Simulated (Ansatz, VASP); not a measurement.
**O: VASP beside Ansatz**

```xyz
2
Lattice="9.0000 0.0000 0.0000 0.0000 9.5000 0.0000 0.0000 0.0000 10.0000" Properties=species:S:1:pos:R:3 pbc="T T T"
O     4.5000    4.7500    4.3951
O     4.5000    4.7500    5.6049
```

Alike in both runs: functional PBEsol; k mesh 1 × 1 × 1; occupations fermi-dirac, width 0.02 eV; collinear spin.

Ansatz relaxed the structure, and its values are those at the end. VASP's run is a single point on that final structure, the one shown.

|  | VASP | Ansatz |
| --- | --- | --- |
| version | VASP 6.6.1 | Ansatz 0.2.0 |
| potentials or method | VASP PAW PBE potentials, release 64 (O), cutoff 520 eV | plane waves, PAW |
| valence electrons in the cell | 12 | 12 |

|  | VASP | Ansatz | Ansatz less VASP |
| --- | --- | --- | --- |
| rms of the force components (eV/Å) | 0.805 | 0.001 | -0.8045 |
| net moment per atom (μB) | 1.00 | 1.00 | 0.000 |
| size of the moment on the site where the two differ most (μB) | 0.81 | 0.55 | -0.255 |

VASP's potentials were made for PBE, not for PBEsol. Site moments also hang on the region over which each program counts them. One of these differences is far larger than is usual between the two programs; its cause wasn't traced. Ansatz's warnings: end state compared, stress scf threshold loose.

Noted on VASP's run: the standard files for N, O and F lose accuracy on very short bonds.
